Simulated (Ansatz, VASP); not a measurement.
GaN in VASP and in Ansatz

```
CELL_PARAMETERS angstrom
3.32516 0.00000 0.00000
-1.66258 2.87968 0.00000
0.00000 0.00000 4.88057
ATOMIC_POSITIONS crystal
Ga 0.33333 0.66667 0.25000
Ga 0.66667 0.33333 0.75000
N 0.66667 0.33333 0.25000
N 0.33333 0.66667 0.75000
```

Alike in both runs: task single point; functional PBE; k mesh 9 × 9 × 4; no spin polarisation.

```csv
,VASP,Ansatz
version,VASP 6.6.1,Ansatz 0.2.0
potentials or method,"VASP PAW PBE potentials, release 64 (Ga_d, N)","plane waves, PAW"
plane-wave cutoff (eV),520,420
occupations,"gaussian, width 0.01 eV",fixed
valence electrons in the cell,36,36
```

```csv
,VASP,Ansatz,Ansatz less VASP
gap on the k mesh at the Fermi level (eV),1.16,1.15,-0.003
pressure (GPa),0.1,0.0,-0.09
"traceless stress, the component that is largest in VASP (GPa)",0.12,0.03,-0.092
```
